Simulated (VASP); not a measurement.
KSiH: relaxation of cell and atoms with PBE

Crystal: KSiH.

```xyz
3
Lattice="4.1655 0.0000 0.0000 -2.0828 3.6075 0.0000 0.0000 0.0000 4.4337" Properties=species:S:1:pos:R:3 pbc="T T T"
K     0.0000    0.0000    0.0000
Si    0.0000    2.4050    2.2169
H     2.0828    1.2025    2.2169
```

The cell was generated, and may not be a known phase.

| Quantity | Value |
| --- | --- |
| Program | VASP 6.6.1 |
| Task | relaxation of cell and atoms |
| Functional | PBE |
| Potentials or basis | VASP PAW PBE potentials, release 64 (K_sv, Si, H) |
| Cutoff | 500 eV |
| k mesh | 12 × 12 × 10 |
| Occupations | gaussian, width 0.1 eV |
| Spin | no spin polarisation |
| Dipole correction | no |
| Further INCAR settings | ALGO = Normal; EDIFF = 1e-07; IBRION = 2; EDIFFG = -0.01; NSW = 100; ISIF = 3 |

```json
{
  "Relaxed volume": "19.38 Å³/atom",
  "Relaxed cell": "a = 3.464 Å, b = 3.464 Å, c = 5.595 Å, α = 90.00°, β = 90.00°, γ = 120.00°",
  "Space group after relaxing (to 0.1 Å)": "P-6m2 (No. 187)",
  "Energy gained by relaxing": "193.7 meV/atom",
  "Ionic steps": "12",
  "Pressure after relaxing": "0.0 GPa",
  "Band gap on the k mesh": "zero (bands 7 and 8 overlap by 2.82 eV)"
}
```

Step by step:
| step | energy change (eV) | largest force (eV/Å) | pressure (GPa) | volume (Å³) |
| --- | --- | --- | --- | --- |
| 1 | 0.0000 | 0.0000 | -0.52 | 66.62 |
| 2 | -0.0480 | 0.0000 | -0.30 | 65.91 |
| 3 | -0.2136 | 0.0000 | 0.04 | 63.51 |
| 4 | -0.5205 | 0.0000 | 1.04 | 57.76 |
| 5 | 0.9115 | 0.0000 | 16.57 | 43.55 |
| 6 | -0.5562 | 0.0000 | 1.31 | 56.26 |
| 7 | -0.5562 | 0.0000 | 2.18 | 54.29 |
| 8 | -0.5637 | 0.0000 | 1.81 | 55.00 |
| 9 | -0.5526 | 0.0000 | -0.90 | 59.77 |
| 10 | -0.5771 | 0.0000 | 0.50 | 56.98 |
| 11 | -0.5811 | 0.0000 | -0.10 | 58.34 |
| 12 | -0.5812 | 0.0000 | -0.02 | 58.14 |

Final structure:
```
K Si H
1.0
     3.46374    0.00000    0.00000
    -1.73187    2.99969    0.00000
     0.00000    0.00000    5.59522
K Si H
1 1 1
Cartesian
  0.0000 0.0000 0.0000
  0.0000 1.9998 2.7976
  1.7319 0.9999 2.7976
```

Levels at points of the mesh, in eV from the Fermi level:
```
           k point  band 4  band 5  band 6  band 7  band 8  band 9  band 10  band 11
(0.00, 0.00, 0.00)  -14.41   -9.85   -1.37    0.24    3.12    3.83     3.83     6.36
(0.50, 0.00, 0.00)  -14.50   -6.81   -5.07   -0.18    2.04    2.34     3.18     3.89
(0.00, 0.00, 0.50)  -14.41   -9.58   -2.83    2.62    2.78    3.98     3.98     5.91
(0.50, 0.00, 0.50)  -14.51   -6.91   -4.88   -0.06    1.85    2.12     2.90     4.61
```

It took 9.3 min on 1 thread of Oxide Virtual Turin-like Processor (shared host), peak memory 0.22 GiB.

Caveat: a cell axis changed by over 15 % at a fixed basis, so the end point is rough.
